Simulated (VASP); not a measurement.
A run of VASP 6.6.1:

Contents of INCAR:

```
SYSTEM = LiBr
ALGO = Normal ; EDIFF = 1E-6
ENCUT = 750 ; GGA = PE
GGA_COMPAT = .False. ; ISIF = 2
ISMEAR = 0 ; LASPH = .True.
LCHARG = .False. ; LREAL = .False.
LWAVE = .False. ; NBANDS = 12
NELM = 120 ; PREC = Accurate
SIGMA = 0.01
```

The input KPOINTS:

```
k-points
0
Gamma
  4 4 4
  0 0 0
```

The input POSCAR:

```
LiBr
1.0
    0.0000000000      2.7395650384      2.7395650384
    2.7395650384      0.0000000000      2.7395650384
    2.7395650384      2.7395650384      0.0000000000
Li Br
1 1
Direct
    0.0000000000      0.0000000000      0.0000000000
    0.5000000000      0.5000000000      0.5000000000
```

Potentials or basis: VASP PAW PBE potentials, release 64 (Li_sv, Br).

Command:

```bash
$ cat potpaw_PBE.64/Li_sv/POTCAR potpaw_PBE.64/Br/POTCAR > POTCAR
$ mpirun -np 1 vasp_std > vasp.out
```

Hardware: 1 thread of Intel Xeon 8259CL, on a shared host.

Problem. Estimate the wall time of this run.

Solution. Run time: 8.4 s on 1 thread of Intel Xeon 8259CL (shared host), peak memory 0.2 GiB. Counts: scf iterations 12, k points 8.
